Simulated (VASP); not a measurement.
**Si2SnB3: single point with PBE**

Si2SnB3:

```xyz
6
Lattice="3.3129 -3.9186 0.0000 3.3129 3.9186 0.0000 0.0000 0.0000 2.9487" Properties=species:S:1:pos:R:3 pbc="T T T"
Si    1.6565    1.9593    1.4743
Si    1.6565   -1.9593    1.4743
Sn    3.3129    0.0000    0.0000
B     3.3129    3.0354    0.0000
B     3.3129   -3.0354    0.0000
B     0.0000    0.0000    1.4743
```

```yaml
Program: VASP 6.6.1
Task: single point
Functional: PBE
Potentials_or_basis: VASP PAW PBE potentials, release 64 (Si, Sn_d, B)
Cutoff: 520 eV
k_mesh: 8 × 8 × 12
Occupations: gaussian, width 0.1 eV
Spin: no spin polarisation
Dipole_correction: no
Further_INCAR_settings: ALGO = Normal; EDIFF = 1e-06; NBANDS = 24
```

| Property | Result |
| --- | --- |
| Pressure | 0.0 GPa |
| Largest force | 0.006 eV/Å |

Forces on the atoms (eV/Å):
```
Si   0.000  0.000  0.000
Si   0.000  0.000  0.000
Sn   0.000  0.000  0.000
B    0.000 -0.006  0.000
B    0.000  0.006  0.000
B    0.000  0.000  0.000
```

Levels at points of the mesh, in eV from the Fermi level:
```csv
k point,band 12,band 13,band 14,band 15,band 16,band 17,band 18,band 19
"(0.00, 0.00, 0.00)",-4.40,-4.06,-2.08,1.38,3.25,3.65,4.24,4.46
"(0.50, 0.00, 0.00)",-3.99,-2.67,-1.84,0.99,1.60,2.27,4.40,4.86
"(0.50, 0.50, 0.00)",-3.05,-1.87,-1.29,1.04,1.27,1.97,2.67,3.03
"(0.00, 0.00, 0.50)",-4.28,-3.95,-2.95,-2.67,-1.49,-0.45,-0.01,0.64
"(0.50, 0.00, 0.50)",-4.42,-3.43,-2.21,-2.13,-0.73,-0.38,0.61,0.91
"(0.50, 0.50, 0.50)",-5.69,-5.43,-1.24,-1.06,1.72,1.83,2.19,2.33
```

Run time: 3.6 min on 1 thread of Oxide Virtual Turin-like Processor, with other jobs on the host, peak memory 0.34 GiB.

Caveat: spin-orbit coupling is left out, which moves the levels of the heavy elements.
